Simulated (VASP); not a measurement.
**K: single point with r2SCAN**

The system is K.

```xyz
1
Lattice="-2.6699 2.6699 2.6699 2.6699 -2.6699 2.6699 2.6699 2.6699 -2.6699" Properties=species:S:1:pos:R:3 pbc="T T T"
K     0.0000    0.0000    0.0000
```

```json
{"Program": "VASP 6.6.1", "Task": "single point", "Functional": "r2SCAN", "Potentials or basis": "VASP PAW PBE potentials, release 64 (K_sv)", "Cutoff": "520 eV", "k mesh": "8 × 8 × 8", "Occupations": "gaussian, width 0.6 eV", "Spin": "no spin polarisation"}
```

```yaml
Pressure: 0.1 GPa
Band_gap_on_the_k_mesh: zero (an odd number of electrons rules out a gap without spin polarisation)
```

Levels at points of the mesh, in eV from the Fermi level:
```
           k point  band 1  band 2  band 3  band 4  band 5  band 6  band 7  band 8  band 9
(0.00, 0.00, 0.00)  -33.65  -16.32  -16.32  -16.32   -2.23    4.75    4.75    4.75    5.69
(0.50, 0.00, 0.00)  -33.65  -16.38  -16.34  -16.32    0.60    0.65    3.51    5.39    6.24
(0.50, 0.50, 0.50)  -33.64  -16.37  -16.37  -16.37    1.82    1.82    3.71    3.71    3.71
```

Run time: 3 min on 1 thread of Intel Xeon 8259CL, on a shared host, peak memory 0.22 GiB.

Caveat: so wide a smearing shifts energies and pressures; the PAW data sets were made with another functional, which shifts forces and pressure a little.
